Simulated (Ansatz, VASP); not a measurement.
## LiF in VASP and in Ansatz

```
Li F
1.0
     3.11547    0.00000    0.00000
    -1.55774    2.69808    0.00000
     0.00000    0.00000    4.40715
Li F
2 2
Direct
  0.33333 0.66667 0.34655
  0.66667 0.33333 0.84655
  0.33333 0.66667 0.99102
  0.66667 0.33333 0.49102
```

Alike in both runs: task single point; functional LDA; k mesh 9 × 9 × 6; occupations gaussian, width 0.05 eV; no spin polarisation.

|  | VASP | Ansatz |
| --- | --- | --- |
| version | VASP 6.6.1 | Ansatz 0.2.0 |
| potentials or method | VASP PAW LDA potentials, release 64 (Li_sv, F), cutoff 520 eV | scalar-relativistic, plane waves, PAW |
| valence electrons in the cell | 20 | 20 |

```tsv
	VASP	Ansatz	Ansatz less VASP
gap on the k mesh at the Fermi level (eV)	7.85	7.87	+0.017
least direct gap on the mesh (eV)	7.87	7.89	+0.014
rms of the force components (eV/Å)	1.275	1.237	-0.0381
```

LDA's correlation is that of Perdew and Zunger in VASP and of Perdew and Wang (1992) in Ansatz. Atom by atom the forces differ by 0.038 eV/Å (rms over components).

Noted on VASP's run: the cutoff is short for stress, so the pressure is rough.
